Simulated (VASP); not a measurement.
Here is a VASP 6.6.1 calculation.

INCAR

```
  ALGO = Normal
  EDIFF = 1E-6
  ENCUT = 600
  GGA = PE
  GGA_COMPAT = False
  ISIF = 2
  ISMEAR = 0
  LASPH = True
  LCHARG = False
  LREAL = False
  LWAVE = False
  NBANDS = 32
  NELM = 120
  PREC = Accurate
  SIGMA = 0.1
```

The input KPOINTS:

```
k-points
0
Gamma
  2 4 4
```

POSCAR

```
Be2Se
1.0
    7.6796099648      0.0000000000      0.0000000000
    0.0000000000      3.7532091060      0.0000000000
    0.0000000000      0.0000000000      5.9400316654
Be Se
8 4
Direct
    0.4739884930      0.2500000000      0.4187435766
    0.0260115070      0.7500000000      0.9187435766
    0.5260115070      0.7500000000      0.5812564234
    0.9739884930      0.2500000000      0.0812564234
    0.5228849070      0.7500000000      0.2090446823
    0.0228849070      0.7500000000      0.2909553177
    0.4771150930      0.2500000000      0.7909553177
    0.9771150930      0.2500000000      0.7090446823
    0.8318668519      0.7500000000      0.5974120907
    0.6681331481      0.2500000000      0.0974120907
    0.1681331481      0.2500000000      0.4025879093
    0.3318668519      0.7500000000      0.9025879093
```

Potentials or basis: VASP PAW PBE potentials, release 64 (Be, Se).

The run is started by

```bash
$ cat potpaw_PBE.64/Be/POTCAR potpaw_PBE.64/Se/POTCAR > POTCAR
$ mpirun -np 1 vasp_std > vasp.out
```

**Question.** Predict the band gap on the k mesh.

**Answer.** Zero (bands 20 and 21 overlap by 0.30 eV).

**Question.** Estimate the largest force.

**Answer.** 0.080 eV/Å.

Forces in eV/Å, atoms in the order of the input:
```
Be  -0.015  0.000  0.002
Be   0.015  0.000  0.002
Be   0.015  0.000 -0.002
Be  -0.015  0.000 -0.002
Be  -0.014  0.000  0.005
Be  -0.014  0.000 -0.005
Be   0.014  0.000 -0.005
Be   0.014  0.000  0.005
Se  -0.046  0.000 -0.066
Se   0.046  0.000 -0.066
Se   0.046  0.000  0.066
Se  -0.046  0.000  0.066
```

Caveat: the k points lie up to 0.42 Å⁻¹ apart; semilocal functionals underestimate gaps, so a narrow gap can read as zero.
